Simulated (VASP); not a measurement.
Write the native input for VASP 6.6.1 that does the following.

| Quantity | Value |
| --- | --- |
| Task | electric field gradients |
| Functional | LDA |
| Potentials or basis | VASP PAW LDA potentials, release 64 (Y_sv, Tl_d) |
| Cutoff | 520 eV |
| k mesh | 11 × 11 × 11 |
| Occupations | fermi-dirac, width 0.08 eV |
| Spin | no spin polarisation |
| Dipole correction | no |
| Further INCAR settings | ALGO = Normal; EDIFF = 1e-08; NBANDS = 19 |

The structure of YTl lies in POSCAR:

```
YTl
1.0
    3.7510000000      0.0375100000      0.0375100000
    0.0375100000      3.7510000000      0.0375100000
    0.0375100000      0.0375100000      3.7510000000
Y Tl
1 1
Direct
    0.5000000000      0.5000000000      0.5000000000
    0.0000000000      0.0000000000      0.0000000000
```

This cell differs from its parent crystal: equal xy, yz and zx shear strains of +2 %.

The input as run:

INCAR

```
  PREC = Accurate
  ENCUT = 520
  EDIFF = 1E-8
  ISMEAR = -1
  SIGMA = 0.08
  LREAL = False
  LASPH = True
  NELM = 100
  ALGO = Normal
  ISIF = 2
  LWAVE = False
  LCHARG = False
  GGA = CA
  LEFG = True
  NBANDS = 19
```

KPOINTS

```
Automatic mesh
0
Gamma
  11 11 11
```

Potentials or basis: VASP PAW LDA potentials, release 64 (Y_sv, Tl_d).

Command:

```sh
$ cat potpaw_LDA.64/Y_sv/POTCAR potpaw_LDA.64/Tl_d/POTCAR > POTCAR
$ mpirun -np 1 vasp_std > vasp.out
```

It gave:

```
Pressure               : -2.8 GPa
Band gap on the k mesh : zero (band 12 reaches 6.08 eV, above the bottom of band 13 at 3.77 eV)
```

Caveat: the cell differs from its parent crystal (equal xy, yz and zx shear strains of +2 %); without QUAD_EFG the Cq values of the log hold for a quadrupole moment of 1 mb, not for the nuclei; spin-orbit coupling is left out, which moves the levels of the heavy elements.

It took 87 s on 1 thread of Intel(R) Xeon(R) Platinum 8259CL CPU @ 2.50GHz (Skylake/Cascade Lake), on a shared host, peak memory 0.28 GiB.
